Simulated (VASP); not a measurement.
A run of VASP 6.6.1:

POSCAR

```
Ag
1.0
    2.9052090038      0.0000000000      0.0000000000
   -1.4526045019      2.5159848006      0.0000000000
    0.0000000000      0.0000000000      9.3249896815
Ag
4
Direct
    0.3333333333      0.6666666667      0.2500000000
    0.6666666667      0.3333333333      0.7500000000
    0.0000000000      0.0000000000      0.0000000000
    0.0000000000      0.0000000000      0.5000000000
```

File INCAR.step1:

```
PREC     = Accurate       # precision mode
ENCUT    = 520            # plane-wave cutoff, eV
ISMEAR   = 0              # smearing method
SIGMA    = 0.15           # smearing width, eV
LREAL    = False          # projectors in reciprocal space
LASPH    = True           # aspherical terms in the spheres
NELM     = 100            # most SCF steps
NBANDS   = 30             # bands
GGA      = PE             # functional
ALGO     = Normal         # electronic algorithm
EDIFF    = 1E-4           # SCF threshold, eV
LWAVE    = True           # write WAVECAR
LCHARG   = False          # write CHGCAR
```

The input INCAR.step2:

```
PREC     = Accurate       # precision mode
ENCUT    = 520            # plane-wave cutoff, eV
EDIFF    = 1E-6           # SCF threshold, eV
ISMEAR   = 0              # smearing method
SIGMA    = 0.15           # smearing width, eV
LREAL    = False          # projectors in reciprocal space
LASPH    = True           # aspherical terms in the spheres
NELM     = 100            # most SCF steps
ALGO     = Normal         # electronic algorithm
ISIF     = 2              # what is computed and relaxed
LWAVE    = False          # write WAVECAR
LCHARG   = False          # write CHGCAR
METAGGA  = R2SCAN         # meta-GGA
LMIXTAU  = True         
NBANDS   = 30             # bands
ISTART   = 1
```

Contents of KPOINTS:

```
Automatic mesh
0
Gamma
  18 18 6
```

Potentials or basis: VASP PAW PBE potentials, release 64 (Ag).

The run is started by

```console
$ cat potpaw_PBE.64/Ag/POTCAR > POTCAR
$ cp INCAR.step1 INCAR
$ mpirun -np 1 vasp_std > vasp.out
$ cp INCAR.step2 INCAR
$ mpirun -np 1 vasp_std > vasp.out
```

Hardware: 1 thread of AMD EPYC 9R45 96-Core Processor (Zen 5), with other jobs on the host.

Task: Estimate the wall time of this run.

Result: Run time: 12 min on 1 thread of AMD EPYC 9R45 96-Core Processor (Zen 5), with other jobs on the host, peak memory 0.32 GiB. Counts: k points 148.
